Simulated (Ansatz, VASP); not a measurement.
# Two plane-wave programs on Co

Contents of INCAR:

```
ALGO = Normal ; EDIFF = 1E-7
ENCUT = 520 ; ISIF = 2
ISMEAR = -1 ; LASPH = T
LCHARG = F ; LREAL = F
LWAVE = F ; NBANDS = 16
NELM = 100 ; PREC = Accurate
SIGMA = 0.01
```

Contents of KPOINTS:

```
k-points
0
Gamma
  15 15 8
```

The input POSCAR:

```
Co
1.0
    2.3995686430      0.0000000000      0.0000000000
   -1.1997843215      2.0780874030      0.0000000000
    0.0000000000      0.0000000000      3.8656883379
Co
2
Direct
    0.3333333333      0.6666666667      0.2500000000
    0.6666666667      0.3333333333      0.7500000000
```

Input for Ansatz:

```yaml
crystal:
  lattice:
    - [2.399568643, 0.0, 0.0]
    - [-1.1997843215, 2.078087403, 0.0]
    - [0.0, 0.0, 3.8656883379]
  atoms:
    - { symbol: Co, position: [0.3333333333, 0.6666666667, 0.25] }
    - { symbol: Co, position: [0.6666666667, 0.3333333333, 0.75] }
hamiltonian:
  xc: lda
  pseudopotentials:
    kind: paw
    azcp:
      Co: "pseudopotentials/Co.paw.azcp"
basis:
  ecutwfc: 420
  fft_grid_basis: typed
kpoints:
  mp_grid: { grid: [15, 15, 8], shift: [0, 0, 0] }
magnetization:
  spin_polarized: false
scf:
  occupations: { method: fermi_dirac, width: 0.01 }
  lower_state_search: "off"
output:
  stress: true
```

Alike in both runs: task single point; functional LDA; k mesh 15 × 15 × 8; occupations fermi-dirac, width 0.01 eV; no spin polarisation.

```csv
,VASP,Ansatz
version,VASP 6.6.1,Ansatz 0.2.0
potentials or method,"VASP PAW LDA potentials, release 64 (Co), cutoff 520 eV","plane waves (420 eV) with PAW, scalar-relativistic"
valence electrons in the cell,18,34
```

Ansatz gave:

| Item | Value |
| --- | --- |
| pressure (GPa) | -1.0 |
| traceless stress, the component that is largest in VASP (GPa) | -0.03 |

Question: Estimate VASP's values.

Answer: Pressure (GPa): -1.9; traceless stress, the component that is largest in VASP (GPa): -0.12.

Ansatz warns that its potentials were made for another functional, while VASP's fit it. LDA's correlation is that of Perdew and Zunger in VASP and of Perdew and Wang (1992) in Ansatz. VASP's potentials hold 18 valence electrons a cell and Ansatz's 34, so a difference there can come from the potentials and not from the codes.
